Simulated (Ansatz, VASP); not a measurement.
## One calculation of BaTiO3, two programs

Contents of INCAR:

```
SYSTEM = BaTiO3
PREC = Accurate
ENCUT = 520
EDIFF = 1E-6
ISMEAR = 0
SIGMA = 0.02
LREAL = .FALSE.
LASPH = .TRUE.
NELM = 80
ALGO = Normal
ISIF = 2
LWAVE = .FALSE.
LCHARG = .FALSE.
GGA = PS
IBRION = 2
NSW = 60
EDIFFG = -0.008
```

File KPOINTS:

```
Automatic mesh
0
G
  8 8 8
  0 0 0
```

Contents of POSCAR:

```
BaTiO3
1.0
    3.9554885124      0.0000000000      0.0000000000
    0.0000000000      3.9554885124      0.0000000000
    0.0000000000      0.0000000000      3.9227184213
Ba Ti O
1 1 3
Direct
    0.5000000000      0.5000000000      0.5791188935
    0.0000000000      0.0000000000      0.0914878643
    0.0000000000      0.5000000000      0.0653424583
    0.5000000000      0.0000000000      0.0653424583
    0.0000000000      0.0000000000      0.5587053155
```

Input for Ansatz:

```yaml
crystal:
  lattice:
    - [3.9554885124, 0.0, 0.0]
    - [0.0, 3.9554885124, 0.0]
    - [0.0, 0.0, 3.9227184213]
  atoms:
    - { symbol: Ba, position: [0.5, 0.5, 0.5791188935] }
    - { symbol: Ti, position: [0.0, 0.0, 0.0914878643] }
    - { symbol: O, position: [0.0, 0.5, 0.0653424583] }
    - { symbol: O, position: [0.5, 0.0, 0.0653424583] }
    - { symbol: O, position: [0.0, 0.0, 0.5587053155] }
basis:
  ecutwfc: 420
kpoints:
  mp_grid: { grid: [8, 8, 8] }
hamiltonian:
  xc: pbesol
scf:
  occupations: { method: gaussian, width: 0.02 }
output:
  forces: true
  stress: true
  eigenvalues: true
relax:
  adjacent_minimum: "off"
  f_tol: 0.008
  max_steps: 40
```

Change from the starting cell: strain along c alone, the other axes held, atoms relaxed: -3.0 %.

Alike in both runs: task relaxation of the atoms; functional PBEsol; k mesh 8 × 8 × 8; occupations gaussian, width 0.02 eV; no spin polarisation.

```csv
,VASP,Ansatz
version,VASP 6.6.1,Ansatz 0.2.0
potentials or method,"VASP PAW PBE potentials, release 64 (Ba_sv, Ti_sv, O), cutoff 520 eV","scalar-relativistic, plane waves, PAW"
valence electrons in the cell,40,40
```

```tsv
	VASP	Ansatz	Ansatz less VASP
gap on the k mesh at the Fermi level, each at its own relaxed structure (eV)	1.78	1.87	+0.090
```

VASP's potentials were made for PBE, not for PBEsol. Ansatz's warnings: stress scf threshold loose.

Spin-orbit coupling is off throughout.
